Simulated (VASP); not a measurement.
# TiN (Fm-3m) in VASP: further runs, part 2 of 2

VASP 6.6.1. The steps go on from the part before.

## Step 3: Single point, PBE+U, collinear spin

INCAR reads:

```
SYSTEM = TiN
ALGO = Normal
EDIFF = 1E-6
ENCUT = 520
GGA = PE
ISIF = 2
ISMEAR = -1
ISPIN = 2
ISYM = 0
LASPH = .TRUE.
LCHARG = .FALSE.
LDAU = .TRUE.
LDAUJ = 0 0
LDAUL = 2 -1
LDAUPRINT = 1
LDAUTYPE = 2
LDAUU = 6 0
LMAXMIX = 4
LORBIT = 11
LREAL = .FALSE.
LWAVE = .FALSE.
MAGMOM = 1 1 0 0
NBANDS = 29
NELM = 150
PREC = Accurate
SIGMA = 0.02
```

KPOINTS reads:

```
k-points
0
G
  8 5 7
  0 0 0
```

POSCAR reads:

```
TiN
1.0
    0.0000000000     -2.1205000000     -2.1205000000
   -4.2410000000     -2.1205000000     -2.1205000000
    0.0000000000      2.1205000000     -2.1205000000
Ti N
2 2
Direct
    0.0000000000      0.0000000000      0.0000000000
    0.0000000000      0.5000000000      0.5000000000
    0.5000000000      0.0000000000      0.5000000000
    0.5000000000      0.5000000000      0.0000000000
```

Potentials or basis: VASP PAW PBE potentials, release 64 (Ti_sv, N).

Command:

```sh
$ cat potpaw_PBE.64/Ti_sv/POTCAR potpaw_PBE.64/N/POTCAR > POTCAR
$ mpirun -np 1 vasp_std > vasp.out
```

OUTCAR:

```text
SYSTEM = TiN
   EDIFF = 1E-6
   ENCUT = 520
   GGA = PE
   ISIF = 2
   ISMEAR = -1
   ISPIN = 2
   ISYM = 0
   LASPH = .TRUE.
   LORBIT = 11
   LREAL = .FALSE.
   NELM = 150
   PREC = Accurate

 ion  position               nearest neighbor table
   1  0.000  0.000  0.000-   3 2.12   3 2.12   4 2.12   3 2.12   4 2.12   3 2.12
   2  0.000  0.500  0.500-   4 2.12   4 2.12   3 2.12   3 2.12   4 2.12   4 2.12
   3  0.500  0.000  0.500-   1 2.12   1 2.12   2 2.12   1 2.12   2 2.12   1 2.12
   4  0.500  0.500  0.000-   2 2.12   2 2.12   1 2.12   1 2.12   2 2.12   2 2.12

IMPORTANT INFORMATION: All symmetrisations will be switched off!
NOSYMM: (Re-)initialisation of all symmetry stuff for point group C_1.

----------------------------------------------------------------------------------------

                                     Primitive cell

  volume of cell :      38.1395

  direct lattice vectors                    reciprocal lattice vectors
     0.000000000 -2.120500000 -2.120500000     0.235793445 -0.235793445 -0.235793445
    -4.241000000 -2.120500000 -2.120500000    -0.235793445  0.000000000  0.000000000
     0.000000000  2.120500000 -2.120500000     0.000000000  0.235793445 -0.235793445

  length of vectors
     2.998839859  5.194143000  2.998839859     0.408406227  0.235793445  0.333462288

  position of ions in fractional coordinates (direct lattice)
     0.000000000  0.000000000  0.000000000
     0.000000000  0.500000000  0.500000000
     0.500000000  0.000000000  0.500000000
     0.500000000  0.500000000  0.000000000

  ion indices of the primitive-cell ions
   primitive index   ion index
                 1           1
                 2           2
                 3           3
                 4           4

----------------------------------------------------------------------------------------

 KPOINTS: k-points

Automatic generation of k-mesh.
 Grid dimensions read from file:
 generate k-points for:    8    5    7

 Generating k-lattice:

  Cartesian coordinates                     Fractional coordinates (reciprocal lattice)
     0.029474181 -0.029474181 -0.029474181     0.125000000  0.000000000  0.000000000
    -0.047158689  0.000000000  0.000000000     0.000000000  0.200000000  0.000000000
     0.000000000  0.033684778 -0.033684778     0.000000000  0.000000000  0.142857143

  Length of vectors
     0.051050778  0.047158689  0.047637470

  Shift w.r.t. Gamma in fractional coordinates (k-lattice)
     0.000000000  0.000000000  0.000000000
[... 143 lines left out ...]
  o =  0.1874  v = -0.0041  0.1168 -0.4970 -0.0041  0.8598  0.0000  0.0000  0.0000  0.0000  0.0000      0.0000  0.0000  0.0000  0.0000  0.0000  0.0000  0.0000  0.0000  0.0000  0.0000
  o =  0.1894  v =  0.6545  0.3756  0.0191  0.6551 -0.0337  0.0000  0.0000  0.0000  0.0000  0.0000      0.0000  0.0000  0.0000  0.0000  0.0000  0.0000  0.0000  0.0000  0.0000  0.0000
  o =  0.1937  v =  0.6945 -0.0003  0.1653 -0.6936  0.0956  0.0000  0.0000  0.0000  0.0000  0.0000      0.0000  0.0000  0.0000  0.0000  0.0000  0.0000  0.0000  0.0000  0.0000  0.0000
  o =  0.1963  v = -0.2666  0.9194  0.0552 -0.2673 -0.0955  0.0000  0.0000  0.0000  0.0000  0.0000      0.0000  0.0000  0.0000  0.0000  0.0000  0.0000  0.0000  0.0000  0.0000  0.0000

atom =   2  type =  1  l = 2

 onsite density matrix

spin component  1

  0.1919 -0.0017  0.0007 -0.0016  0.0006
 -0.0017  0.1952  0.0005 -0.0017 -0.0008
  0.0007  0.0005  0.1872 -0.0009 -0.0002
 -0.0016 -0.0017 -0.0009  0.1919 -0.0003
  0.0006 -0.0008 -0.0002 -0.0003  0.1874

spin component  2

  0.1642  0.0028 -0.0005  0.0006 -0.0000
  0.0028  0.1500  0.0007  0.0028 -0.0012
 -0.0005  0.0007  0.1851  0.0003  0.0002
  0.0006  0.0028  0.0003  0.1642  0.0004
 -0.0000 -0.0012  0.0002  0.0004  0.1849

 occupancies and eigenvectors

  o =  0.1489  v =  0.0000  0.0000  0.0000  0.0000  0.0000  0.1721 -0.9691  0.0195  0.1722 -0.0339      0.0000  0.0000  0.0000  0.0000  0.0000  0.0000  0.0000  0.0000  0.0000  0.0000
  o =  0.1637  v =  0.0000  0.0000  0.0000  0.0000  0.0000 -0.7068  0.0001 -0.0260  0.7068 -0.0150      0.0000  0.0000  0.0000  0.0000  0.0000  0.0000  0.0000  0.0000  0.0000  0.0000
  o =  0.1658  v =  0.0000  0.0000  0.0000  0.0000  0.0000  0.6858  0.2436 -0.0005  0.6858  0.0009      0.0000  0.0000  0.0000  0.0000  0.0000  0.0000  0.0000  0.0000  0.0000  0.0000
  o =  0.1849  v =  0.0000  0.0000  0.0000  0.0000  0.0000 -0.0060  0.0382  0.4994 -0.0060 -0.8655      0.0000  0.0000  0.0000  0.0000  0.0000  0.0000  0.0000  0.0000  0.0000  0.0000
  o =  0.1853  v =  0.0000  0.0000  0.0000  0.0000  0.0000  0.0212 -0.0000 -0.8658 -0.0212 -0.4995      0.0000  0.0000  0.0000  0.0000  0.0000  0.0000  0.0000  0.0000  0.0000  0.0000
  o =  0.1869  v =  0.1351 -0.0002 -0.8497 -0.1353 -0.4913  0.0000  0.0000  0.0000  0.0000  0.0000      0.0000  0.0000  0.0000  0.0000  0.0000  0.0000  0.0000  0.0000  0.0000  0.0000
  o =  0.1874  v = -0.0041  0.1168 -0.4972 -0.0040  0.8597  0.0000  0.0000  0.0000  0.0000  0.0000      0.0000  0.0000  0.0000  0.0000  0.0000  0.0000  0.0000  0.0000  0.0000  0.0000
  o =  0.1894  v =  0.6544  0.3756  0.0192  0.6551 -0.0338  0.0000  0.0000  0.0000  0.0000  0.0000      0.0000  0.0000  0.0000  0.0000  0.0000  0.0000  0.0000  0.0000  0.0000  0.0000
  o =  0.1937  v =  0.6947 -0.0007  0.1654 -0.6934  0.0958  0.0000  0.0000  0.0000  0.0000  0.0000      0.0000  0.0000  0.0000  0.0000  0.0000  0.0000  0.0000  0.0000  0.0000  0.0000
  o =  0.1963  v = -0.2662  0.9194  0.0553 -0.2677 -0.0955  0.0000  0.0000  0.0000  0.0000  0.0000      0.0000  0.0000  0.0000  0.0000  0.0000  0.0000  0.0000  0.0000  0.0000  0.0000

 number of electron      33.9999998 magnetization       0.2504770

 Free energy of the ion-electron system (eV)
  ---------------------------------------------------
  ext. energy  EPLUGINS =         0.00000000
  ---------------------------------------------------
  free energy    TOTEN  =       -30.03020093 eV

  energy without entropy =      -30.02806214  energy(sigma->0) =      -30.02913153

 E-fermi :  12.4651     XC(G=0): -13.0478

 val. band max:       12.4574954962   @ k =   0.2500  -0.4000   0.2857
 cond. band min:      12.4703507226   @ k =  -0.3750  -0.0000   0.4286
 fundamental gap:      0.0128552265
 Fermi energy:        12.4651051007

 spin component 1

 k-point     1 :       0.0000    0.0000    0.0000
  band No.  band energies     occupation
      1     -47.2638      1.00000
      2     -47.1427      1.00000
      3     -23.6894      1.00000
      4     -23.4051      1.00000
      5     -23.3987      1.00000
      6     -23.2118      1.00000
[... 1529 lines left out ...]
     28      21.8932      0.00000
     29      24.4262      0.00000

 [... further k-points ...]
[... 5 lines left out ...]
  --------------------------------------------------------------------------------------
  -------------------------------------------------------------------------------------
  Total        4.8099142      4.9355683      4.9355647      0.0695651      0.0694717      0.0695622
  in kB      202.0566230    207.3351458    207.3349944      2.9223143      2.9183926      2.9221943
  external PRESSURE =     205.5755877 kB  Pullay stress =       0.0000000 kB

 VOLUME and BASIS-vectors are now :
 -----------------------------------------------------------------------------
  energy-cutoff  :      520.00
  volume of cell :       38.14
      direct lattice vectors                 reciprocal lattice vectors
     0.000000000 -2.120500000 -2.120500000     0.235793445 -0.235793445 -0.235793445
    -4.241000000 -2.120500000 -2.120500000    -0.235793445  0.000000000  0.000000000
     0.000000000  2.120500000 -2.120500000     0.000000000  0.235793445 -0.235793445

 POSITION                                       TOTAL-FORCE (eV/Angst)
 -----------------------------------------------------------------------------------
      0.00000      0.00000      0.00000        -0.000002     -0.000003     -0.000002
     -2.12050      0.00000     -2.12050        -0.000000      0.000003      0.000001
      0.00000      0.00000     -2.12050         0.000000     -0.000001     -0.000000
     -2.12050     -2.12050     -2.12050         0.000001      0.000001      0.000001
 -----------------------------------------------------------------------------------
    total drift:                               -0.000001      0.000001     -0.000004

  FREE ENERGIE OF THE ION-ELECTRON SYSTEM (eV)
  ---------------------------------------------------
  free  energy   TOTEN  =       -30.0302009285 eV

  energy  without entropy=      -30.0280621390  energy(sigma->0) =      -30.02913153

 total charge

# of ion       s       p       d       tot
------------------------------------------
    1        2.200   6.254   1.775  10.229
    2        2.200   6.254   1.775  10.229
    3        1.243   2.560   0.000   3.802
    4        1.243   2.560   0.000   3.802
--------------------------------------------------
tot          6.885  17.626   3.551  28.062

 magnetization (x)

# of ion       s       p       d       tot
------------------------------------------
    1        0.001   0.001   0.105   0.106
    2        0.001   0.001   0.105   0.106
    3       -0.000  -0.003   0.000  -0.003
    4       -0.000  -0.003   0.000  -0.003
--------------------------------------------------
tot          0.001  -0.004   0.209   0.206
```

Wall time 3.6 min (1 thread of Oxide Virtual Turin-like, shared host); peak memory 0.3 GiB.

What came out:

| Property | Result |
| --- | --- |
| Free energy | -30.0302 eV |
| Pressure | 20.6 GPa |
| Net moment | 0.25 μB per cell |
| Site moments | Ti +0.11; N -0.00 μB |
| Valence electrons inside the program's atomic spheres | Ti 10.23; N 3.80 |

Levels at points of the mesh, in eV from the Fermi level:
Spin up:
| k point | band 13 | band 14 | band 15 | band 16 | band 17 | band 18 | band 19 | band 20 | band 21 | band 22 |
| --- | --- | --- | --- | --- | --- | --- | --- | --- | --- | --- |
| (0.00, 0.00, 0.00) | -3.89 | -3.26 | -2.61 | -2.61 | -2.60 | -0.69 | -0.65 | -0.63 | 0.68 | 0.68 |
| (0.50, 0.00, 0.00) | -5.73 | -5.72 | -5.72 | -5.72 | 1.67 | 1.70 | 1.71 | 1.71 | 2.23 | 2.26 |
Spin down:
```
           k point  band 15  band 16  band 17  band 18  band 19  band 20
(0.00, 0.00, 0.00)    -2.61    -2.61    -2.61    -0.40    -0.39    -0.30
(0.50, 0.00, 0.00)    -5.68    -5.68     1.98     1.99     2.01     2.06
```

Eigenvalues of the final occupation matrices:
| site | spin | trace | eigenvalues |
| --- | --- | --- | --- |
| site 1 d | 1 | 0.95 | 0.19 0.19 0.19 0.19 0.20 |
| site 1 d | 2 | 0.85 | 0.15 0.16 0.17 0.18 0.19 |
| site 2 d | 1 | 0.95 | 0.19 0.19 0.19 0.19 0.20 |
| site 2 d | 2 | 0.85 | 0.15 0.16 0.17 0.18 0.19 |

Caveat: the cell stands under pressure; a moment this small can come from the mesh or the smearing.
